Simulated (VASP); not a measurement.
Be7S:

```
Be S
1.0
     3.30000    0.00000    0.00000
     0.00000    3.30000    0.00000
     0.00000    0.00000    6.46000
Be S
7 1
Direct
  0.00000 0.50000 0.76000
  0.50000 0.50000 0.00000
  0.50000 0.00000 0.76000
  0.00000 0.50000 0.24000
  0.50000 0.00000 0.24000
  0.00000 0.00000 0.50000
  0.50000 0.50000 0.50000
  0.00000 0.00000 0.00000
```

```yaml
Program: VASP 6.6.1
Task: relaxation of cell and atoms
Functional: PBE
Potentials_or_basis: VASP PAW PBE potentials, release 64 (Be, S)
Cutoff: 600 eV
k_mesh: 5 × 5 × 3
Occupations: gaussian, width 0.2 eV
Spin: no spin polarisation
```

At the start: pressure 7.4 GPa; volume 8.79 Å³/atom.

Problem. Where does the relaxation end?

Solution. Over 15 steps the energy falls by 223.3 meV/atom and the volume is 9.87 Å³/atom (+12.2 %); space group P4/mmm (No. 123, to 0.05 Å).

The path:
```csv
step,energy change (eV),largest force (eV/Å),pressure (GPa),volume (Å³)
1,0.0000,1.6578,7.37,70.35
2,-0.6036,1.2460,0.03,74.54
3,-0.9165,0.9254,-5.78,79.03
4,-0.8716,0.3962,-12.72,88.51
5,-1.0083,0.6734,-9.30,82.97
6,-1.4705,0.2903,-5.15,79.33
7,-1.6376,0.0983,0.14,76.18
8,-1.6401,0.1527,1.05,75.74
9,-1.6886,0.0799,0.90,76.15
10,-1.7548,0.2196,0.92,77.05
11,-1.7549,0.2001,0.91,76.99
12,-1.7550,0.2092,0.92,77.02
13,-1.7714,0.1916,-0.26,78.46
14,-1.7742,0.1837,-0.83,79.24
15,-1.7866,0.0085,0.41,78.93
```

Final structure:
```
Be S
1.0
     3.15831    0.00000    0.00000
     0.00000    3.15831    0.00000
     0.00000    0.00000    7.91277
Be S
7 1
Direct
  0.00000 0.50000 0.68585
  0.50000 0.50000 0.00000
  0.50000 0.00000 0.68585
  0.00000 0.50000 0.31415
  0.50000 0.00000 0.31415
  0.00000 0.00000 0.50000
  0.50000 0.50000 0.50000
  0.00000 0.00000 0.00000
```

Caveat: the k points lie up to 0.40 Å⁻¹ apart in the final cell; the relaxation stopped at a loose force limit of 0.08 eV/Å, so its end isn't a converged minimum.
